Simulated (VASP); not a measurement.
Here is a VASP 6.6.1 calculation.

The input POSCAR:

```
Ta2N
1.0
    3.0891103187      0.0000000000      0.0000000000
   -1.5445551593      2.6752480110      0.0000000000
    0.0000000000      0.0000000000      4.8325088323
Ta N
2 1
Direct
    0.3333333333      0.6666666667      0.2515687469
    0.6666666667      0.3333333333      0.7484312531
    0.0000000000      0.0000000000      0.0000000000
```

INCAR.step1

```
SYSTEM = Ta2N
PREC = Accurate ; ENCUT = 520
EDIFF = 1E-5 ; ISMEAR = -1
SIGMA = 0.05 ; LREAL = .FALSE.
LASPH = .TRUE. ; NELM = 80
ALGO = Normal ; ISIF = 2
LWAVE = .TRUE. ; NBANDS = 20
GGA = PE
```

File INCAR.step2:

```
SYSTEM = Ta2N
PREC = Accurate ; ENCUT = 520
EDIFF = 1E-6 ; ISMEAR = -1
SIGMA = 0.05 ; LREAL = .FALSE.
LASPH = .TRUE. ; NELM = 80
ALGO = Normal ; ISIF = 2
LWAVE = .FALSE. ; LCHARG = .TRUE.
GGA = PE ; LHFCALC = .TRUE.
HFSCREEN = 0.2079 ; PRECFOCK = Normal
LELF = .TRUE. ; LVHAR = .TRUE.
NBANDS = 20 ; ISTART = 1
```

KPOINTS

```
Automatic mesh
0
G
  6 6 4
  0 0 0
```

Potentials or basis: VASP PAW PBE potentials, release 64 (Ta_pv, N).

Launch:

```console
$ cat potpaw_PBE.64/Ta_pv/POTCAR potpaw_PBE.64/N/POTCAR > POTCAR
$ cp INCAR.step1 INCAR
$ mpirun -np 1 vasp_std > vasp.out
$ cp INCAR.step2 INCAR
$ mpirun -np 1 vasp_std > vasp.out
```

Q: What does it give for the band gap on the k mesh?

A: Zero (an odd number of electrons rules out a gap without spin polarisation).

Q: Predict the pressure.

A: -0.8 GPa.

Q: Estimate the largest force.

A: 0.027 eV/Å.

Forces in eV/Å, atoms in the order of the input:
```
Ta   0.000  0.000  0.027
Ta   0.000  0.000 -0.027
N    0.000  0.000  0.000
```

Caveat: the k points lie up to 0.39 Å⁻¹ apart, too coarse for converged energies and pressures of a metal; the PAW data sets were made with another functional, which shifts forces and pressure a little; spin-orbit coupling is left out, which moves the levels of the heavy elements.
